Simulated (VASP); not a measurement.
# Bi2Se3 (R-3m) in VASP: further runs

Aim: see how the results for Bi2Se3 move with the level of theory and the settings. Levels: PBE exchange alone, PBE. Tasks: single point.

All numbers are computed with VASP 6.6.1; they aren't measurements. Logs are shortened: lines on timing, memory, paths and dates and some standing lists are left out, and cuts for length are marked.

## Step 1: The cell of the first run

It takes space group R-3m (No. 166, trigonal). The conventional cell has a = 4.115 Å, b = 4.115 Å, c = 28.444 Å, α = 90.00°, β = 90.00°, γ = 120.00°. Bi (site symmetry 3m) has 6 Se at 2.83 to 3.05 Å within 3.7 Å. Se (site symmetry 3m) has 3 Bi at 2.83 Å and 3 Se at 3.49 Å within 3.7 Å. Within 4.2 Å of Se (site symmetry -3m) lie 6 Bi at 3.05 Å and 12 Se at 4.12 to 4.20 Å.

## Step 2: Single point, PBE exchange alone

Input file INCAR:

```
PREC     = Accurate       # precision mode
ENCUT    = 520            # plane-wave cutoff, eV
EDIFF    = 1E-6           # SCF threshold, eV
ISMEAR   = -1             # smearing method
SIGMA    = 0.05           # smearing width, eV
LREAL    = F              # projectors in reciprocal space
LASPH    = T              # aspherical terms in the spheres
NELM     = 60             # most SCF steps
ALGO     = Normal         # electronic algorithm
ISIF     = 2              # what is computed and relaxed
LWAVE    = F              # write WAVECAR
LCHARG   = F              # write CHGCAR
GGA      = PE             # functional
ALDAC    = 0.0          
AGGAC    = 0.0          
NBANDS   = 32             # bands
```

Input file KPOINTS:

```
Automatic mesh
0
Gamma
  8 8 8
```

Input file POSCAR:

```
Bi2Se3
1.0
    2.0575968965      1.1879541221      9.4812687632
   -2.0575968965      1.1879541221      9.4812687632
    0.0000000000     -2.3759082442      9.4812687632
Bi Se
2 3
Direct
    0.5992000000      0.5992000000      0.5992000000
    0.4008000000      0.4008000000      0.4008000000
    0.7883000000      0.7883000000      0.7883000000
    0.2117000000      0.2117000000      0.2117000000
    0.0000000000      0.0000000000      0.0000000000
```

Potentials or basis: VASP PAW PBE potentials, release 64 (Bi_d, Se).

On the command line:

```sh
> cat potpaw_PBE.64/Bi_d/POTCAR potpaw_PBE.64/Se/POTCAR > POTCAR
> mpirun -np 1 vasp_std > vasp.out
```

OUTCAR:

```text
PREC = Accurate
   ENCUT = 520
   EDIFF = 1E-6
   ISMEAR = -1
   LREAL = F
   LASPH = T
   NELM = 60
   ISIF = 2
   GGA = PE

 ion  position               nearest neighbor table
   1  0.599  0.599  0.599-   4 2.83   4 2.83   4 2.83   5 3.05   5 3.05   5 3.05
   2  0.401  0.401  0.401-   3 2.83   3 2.83   3 2.83   5 3.05   5 3.05   5 3.05
   3  0.788  0.788  0.788-   2 2.83   2 2.83   2 2.83
   4  0.212  0.212  0.212-   1 2.83   1 2.83   1 2.83
   5  0.000  0.000  0.000-   1 3.05   1 3.05   2 3.05   2 3.05   1 3.05   2 3.05

  LATTYP: Found a trigonal (rhomboedric) cell.
 ALAT       =     9.7744256785
 COS(alpha) =     0.9113725833

  Lattice vectors:

 A1 = (   2.0575968965,   1.1879541221,   9.4812687632)
 A2 = (  -2.0575968965,   1.1879541221,   9.4812687632)
 A3 = (   0.0000000000,  -2.3759082442,   9.4812687632)

Analysis of symmetry for initial positions (statically):
=====================================================================
 Subroutine PRICEL returns:
 Original cell was already a primitive cell.

 Routine SETGRP: Setting up the symmetry group for a
 trigonal (rhombohedral) supercell.

 Subroutine GETGRP returns: Found 12 space group operations
 (whereof 12 operations were pure point group operations)
 out of a pool of 12 trial point group operations.

The static configuration has the point symmetry D_3d.

Analysis of symmetry for dynamics (positions and initial velocities):
=====================================================================
 Subroutine PRICEL returns:
 Original cell was already a primitive cell.

 Routine SETGRP: Setting up the symmetry group for a
 trigonal (rhombohedral) supercell.

 Subroutine GETGRP returns: Found 12 space group operations
 (whereof 12 operations were pure point group operations)
 out of a pool of 12 trial point group operations.

The dynamic configuration has the point symmetry D_3d.

 Subroutine INISYM returns: Found 12 space group operations
 (whereof 12 operations are pure point group operations),
 and found     1 'primitive' translations

----------------------------------------------------------------------------------------

                                     Primitive cell

  volume of cell :     139.0521

  direct lattice vectors                    reciprocal lattice vectors
     2.057596897  1.187954122  9.481268763     0.243001922  0.140297225  0.035157039
    -2.057596897  1.187954122  9.481268763    -0.243001922  0.140297225  0.035157039
     0.000000000 -2.375908244  9.481268763     0.000000000 -0.280594450  0.035157039

  length of vectors
     9.774425679  9.774425679  9.774425679     0.282788371  0.282788371  0.282788371

  position of ions in fractional coordinates (direct lattice)
     0.599200000  0.599200000  0.599200000
     0.400800000  0.400800000  0.400800000
     0.788300000  0.788300000  0.788300000
     0.211700000  0.211700000  0.211700000
     0.000000000  0.000000000  0.000000000

  ion indices of the primitive-cell ions
   primitive index   ion index
                 1           1
                 2           2
                 3           3
                 4           4
                 5           5

----------------------------------------------------------------------------------------

 KPOINTS: Automatic mesh

Automatic generation of k-mesh.
 Grid dimensions read from file:
 generate k-points for:    8    8    8

 Generating k-lattice:

  Cartesian coordinates                     Fractional coordinates (reciprocal lattice)
     0.030375240  0.017537153  0.004394630     0.125000000  0.000000000  0.000000000
    -0.030375240  0.017537153  0.004394630     0.000000000  0.125000000  0.000000000
     0.000000000 -0.035074306  0.004394630     0.000000000  0.000000000  0.125000000

  Length of vectors
     0.035348546  0.035348546  0.035348546

  Shift w.r.t. Gamma in fractional coordinates (k-lattice)
     0.000000000  0.000000000  0.000000000

 Subroutine IBZKPT returns following result:
 ===========================================

 Found     65 irreducible k-points:

 Following reciprocal coordinates:
            Coordinates               Weight
  0.000000  0.000000  0.000000      1.000000
  0.125000  0.000000  0.000000      6.000000
  0.250000  0.000000  0.000000      6.000000
  0.375000  0.000000  0.000000      6.000000
  0.500000  0.000000  0.000000      3.000000
  0.125000  0.125000  0.000000      6.000000
[... 16 lines left out ...]
  0.250000  0.125000  0.125000      6.000000
  0.375000  0.125000  0.125000      6.000000
 [... further k-points ...]
   k-points           NKPTS =     65   k-points in BZ     NKDIM =     65   number of bands    NBANDS=     32
   number of dos      NEDOS =    301   number of ions     NIONS =      5
   total plane-waves  NPLWV = 512000
   dimension x,y,z NGX =    80 NGY =   80 NGZ =   80
   dimension x,y,z NGXF=   160 NGYF=  160 NGZF=  160
   ions per type =               2   3
   NGX,Y,Z   is equivalent  to a cutoff of  13.61, 13.61, 13.61 a.u.
   NGXF,Y,Z  is equivalent  to a cutoff of  27.21, 27.21, 27.21 a.u.
 SYSTEM =  unknown system
   PREC   = accura    normal or accurate (medium, high low for compatibility)
   ISTART =      0    job   : 0-new  1-cont  2-samecut
   ICHARG =      2    charge: 1-file 2-atom 10-const
   ISPIN  =      1    spin polarized calculation?
   LNONCOLLINEAR =      F non collinear calculations
   LSORBIT =      F    spin-orbit coupling
   LASPH  =      T    aspherical Exc in radial PAW
   ENCUT  =  520.0 eV  38.22 Ry    6.18 a.u.  18.17 18.17 18.17*2*pi/ulx,y,z
   NELM   =     60;   NELMIN=  2; NELMDL= -5     # of ELM steps
   EDIFF  = 0.1E-05   stopping-criterion for ELM
   LREAL  =      F    real-space projection
   EDIFFG = 0.1E-04   stopping-criterion for IOM
   NSW    =      0    number of steps for IOM
   IBRION =     -1    ionic relax: 0-MD 1-quasi-New 2-CG
   NFREE  =      0    steps in history (QN), initial steepest desc. (CG)
   ISIF   =      2    stress and relaxation
   ISYM   =      2    0-nonsym 1-usesym 2-fastsym
   POTIM  = 0.5000    time-step for ionic-motion
   TEBEG  =    0.0;   TEEND  =   0.0 temperature during run
   PSTRESS=    0.0 pullay stress
   NELECT =      48.0000    total number of electrons
   NUPDOWN=      -1.0000    fix difference up-down
   EMIN   =  10.00;   EMAX   =-10.00  energy-range for DOS
   EFERMI =   0.00;   METHOD = LEGACY
   ISMEAR =    -1;   SIGMA  =   0.05  broadening in eV -4-tet -1-fermi 0-gaus
   EFERMI_NEDOS =   21; number of points for ismear=-14 and -15
   IALGO  =     38    algorithm
   IMIX   =      4    mixing-type and parameters
     AMIX     =   0.40;   BMIX     =  1.00
     AMIX_MAG =   1.60;   BMIX_MAG =  1.00
  volume/ion in A,a.u.               =      27.81       187.67
  Fermi-wavevector in a.u.,A,eV,Ry     =   1.148407  2.170175 17.943905  1.318840
  Thomas-Fermi vector in A             =   2.285083
   LORBIT       =      0    0 simple, 1 ext, 2 COOP (PROOUT), +10 PAW based schemes
   GGA     = PE    functional components
   LHFCALC =     F    Hartree Fock is set to
   AEXX    =    0.0000 exact exchange contribution
   IVDW    =     0    specifies the selected vdW correction
   LEPSILON=     F    determine dielectric tensor
   LRPA    =     F    only Hartree local field effects (RPA)
 non-spin polarized calculation
  energy-cutoff  :      520.00
  volume of cell :      139.05
 maximum number of plane-waves:      3780
 NGX is ok and might be reduce to    80
   NGX = 37   NGY = 37   NGZ = 37

 number of electron      47.9999998 magnetization

 Free energy of the ion-electron system (eV)
  ---------------------------------------------------
  ext. energy  EPLUGINS =         0.00000000
  ---------------------------------------------------
  free energy    TOTEN  =       -13.66427392 eV

  energy without entropy =      -13.66413179  energy(sigma->0) =      -13.66420285

 E-fermi :   6.8700     XC(G=0):  -7.9553

 val. band max:        6.7314974757   @ k =   0.0000   0.0000   0.0000
 cond. band min:       7.0073504038   @ k =   0.0000   0.0000   0.0000
 fundamental gap:      0.2758529281
 Fermi energy:         6.8699860764

 k-point     1 :       0.0000    0.0000    0.0000
  band No.  band energies     occupation
      1     -16.2831      2.00000
      2     -16.2831      2.00000
      3     -16.2810      2.00000
      4     -16.2810      2.00000
      5     -16.2678      2.00000
      6     -16.2649      2.00000
[... 24 lines left out ...]
     31      12.7423      0.00000
     32      13.8598      0.00000

 k-point     2 :       0.1250    0.0000    0.0000
  band No.  band energies     occupation
      1     -16.2858      2.00000
      2     -16.2831      2.00000
      3     -16.2793      2.00000
      4     -16.2771      2.00000
      5     -16.2654      2.00000
      6     -16.2626      2.00000
[... 24 lines left out ...]
     31      12.3656      0.00000
     32      12.9659      0.00000

 k-point     3 :       0.2500    0.0000    0.0000
  band No.  band energies     occupation
      1     -16.2937      2.00000
      2     -16.2896      2.00000
      3     -16.2715      2.00000
      4     -16.2693      2.00000
      5     -16.2663      2.00000
      6     -16.2618      2.00000
[... 24 lines left out ...]
     31      11.4827      0.00000
     32      13.1598      0.00000

 k-point     4 :       0.3750    0.0000    0.0000
  band No.  band energies     occupation
      1     -16.3027      2.00000
      2     -16.2970      2.00000
      3     -16.2707      2.00000
      4     -16.2686      2.00000
      5     -16.2657      2.00000
      6     -16.2646      2.00000
[... 654 lines left out ...]
     31      12.7390      0.00000
     32      13.7839      0.00000

 k-point    23 :       0.2500    0.1250    0.1250
  band No.  band energies     occupation
      1     -16.2858      2.00000
      2     -16.2832      2.00000
      3     -16.2793      2.00000
      4     -16.2771      2.00000
      5     -16.2654      2.00000
      6     -16.2627      2.00000
[... 24 lines left out ...]
     31      12.3255      0.00000
     32      13.1571      0.00000

 k-point    24 :       0.3750    0.1250    0.1250
  band No.  band energies     occupation
      1     -16.2937      2.00000
      2     -16.2896      2.00000
      3     -16.2715      2.00000
      4     -16.2693      2.00000
      5     -16.2663      2.00000
      6     -16.2618      2.00000
[... 24 lines left out ...]
     31      11.5672      0.00000
     32      13.2376      0.00000

 [... further k-points ...]
[... 5 lines left out ...]
  --------------------------------------------------------------------------------------
  -------------------------------------------------------------------------------------
  Total       12.0924965     12.0924965     11.7567326      0.0000000     -0.0000000      0.0000000
  in kB      139.3313606    139.3313606    135.4626450      0.0000000     -0.0000000      0.0000000
  external PRESSURE =     138.0417887 kB  Pullay stress =       0.0000000 kB

 VOLUME and BASIS-vectors are now :
 -----------------------------------------------------------------------------
  energy-cutoff  :      520.00
  volume of cell :      139.05
      direct lattice vectors                 reciprocal lattice vectors
     2.057596897  1.187954122  9.481268763     0.243001922  0.140297225  0.035157039
    -2.057596897  1.187954122  9.481268763    -0.243001922  0.140297225  0.035157039
     0.000000000 -2.375908244  9.481268763     0.000000000 -0.280594450  0.035157039

 POSITION                                       TOTAL-FORCE (eV/Angst)
 -----------------------------------------------------------------------------------
      0.00000      0.00000     17.04353         0.000000     -0.000000      0.261032
      0.00000      0.00000     11.40028         0.000000     -0.000000     -0.261032
      0.00000      0.00000     22.42225         0.000000      0.000000      0.805426
      0.00000      0.00000      6.02155         0.000000     -0.000000     -0.805426
      0.00000      0.00000      0.00000         0.000000     -0.000000      0.000000
 -----------------------------------------------------------------------------------
    total drift:                                0.000000      0.000000     -0.000000

  FREE ENERGIE OF THE ION-ELECTRON SYSTEM (eV)
  ---------------------------------------------------
  free  energy   TOTEN  =       -13.6642739173 eV

  energy  without entropy=      -13.6641317880  energy(sigma->0) =      -13.66420285
```

Wall time 18 min (1 thread of AMD EPYC 9R45 (Zen 5), shared host); peak memory 1 GiB.

Results:

* Free energy: -13.6643 eV
* Pressure: 13.8 GPa
* Largest force: 0.805 eV/Å
* Band gap on the k mesh: 0.28 eV

Forces on the atoms (eV/Å):
```
Bi   0.000  0.000  0.261
Bi   0.000  0.000 -0.261
Se   0.000  0.000  0.805
Se   0.000  0.000 -0.805
Se   0.000  0.000  0.000
```

Stress tensor (GPa, compression positive):
```
13.93  0.00  0.00
 0.00 13.93  0.00
 0.00  0.00 13.55
```

Levels at points of the mesh, in eV from the valence-band top:
```csv
k point,band 21,band 22,band 23,band 24,band 25,band 26,band 27,band 28
"(0.00, 0.00, 0.00)",-1.95,-1.28,-1.28,0.00,0.28,1.35,1.35,2.14
"(0.50, 0.00, 0.00)",-3.08,-2.22,-1.31,-0.57,0.87,1.89,3.00,3.18
"(0.50, 0.50, 0.00)",-1.94,-1.93,-1.73,-1.04,1.37,1.96,2.58,3.01
"(0.50, 0.50, 0.50)",-1.56,-1.46,-1.46,-0.44,0.65,1.66,1.66,2.09
```

Caveat: the cell stands under pressure; spin-orbit coupling is left out, which moves the levels of the heavy elements.

## Step 3: Single point, PBE

This run uses another cell than the first one, of 30.08 Å³/atom.

Input file INCAR:

```
SYSTEM = Bi2Se3
  ALGO = Normal
  EDIFF = 1E-7
  ENCUT = 520
  GGA = PE
  ISIF = 2
  ISMEAR = -1
  LASPH = .True.
  LCHARG = .False.
  LREAL = .False.
  LWAVE = .False.
  NBANDS = 32
  NELM = 60
  PREC = Accurate
  SIGMA = 0.05
```

Input file KPOINTS:

```
k-points
0
Gamma
  8 8 8
  0 0 0
```

Edit POSCAR of step 2 so:

```diff
@@ -2,5 +2,5 @@
 1.0
-    2.0575968965      1.1879541221      9.4812687632
-   -2.0575968965      1.1879541221      9.4812687632
-    0.0000000000     -2.3759082442      9.4812687632
+    2.1121279616      1.2194376472      9.7325442609
+   -2.1121279616      1.2194376472      9.7325442609
+    0.0000000000     -2.4388752945      9.7325442609
 Bi Se
```

Potentials or basis: VASP PAW PBE potentials, release 64 (Bi_d, Se).

On the command line:

```sh
> cat potpaw_PBE.64/Bi_d/POTCAR potpaw_PBE.64/Se/POTCAR > POTCAR
> mpirun -np 1 vasp_std > vasp.out
```

Run time: 23 min. Hardware: 1 thread of AMD EPYC 9R45 (Zen 5), shared host; peak memory 0.98 GiB.

The run converged. Its results:

```yaml
Free_energy: -20.1956 eV
Pressure: -0.9 GPa
Largest_force: 0.254 eV/Å
Band_gap_on_the_k_mesh: 0.25 eV
```

Forces in eV/Å, atoms in the order of the input:
```
Bi   0.000  0.000  0.000
Bi   0.000  0.000  0.000
Se   0.000  0.000 -0.254
Se   0.000  0.000  0.254
Se   0.000  0.000  0.000
```

Stress tensor (GPa, compression positive):
```
-0.96  0.00  0.00
 0.00 -0.96  0.00
 0.00  0.00 -0.87
```

Levels at points of the mesh, in eV from the valence-band top:
```
           k point  band 21  band 22  band 23  band 24  band 25  band 26  band 27  band 28
(0.00, 0.00, 0.00)    -1.67    -1.04    -1.04     0.00     0.25     1.44     1.44     2.13
(0.50, 0.00, 0.00)    -2.73    -1.92    -1.07    -0.51     0.89     1.95     2.98     3.03
(0.50, 0.50, 0.00)    -1.74    -1.69    -1.43    -0.91     1.39     1.99     2.54     2.90
(0.50, 0.50, 0.50)    -1.45    -1.19    -1.19    -0.42     0.68     1.72     1.72     2.00
```

Caveat: spin-orbit coupling is left out, which moves the levels of the heavy elements.
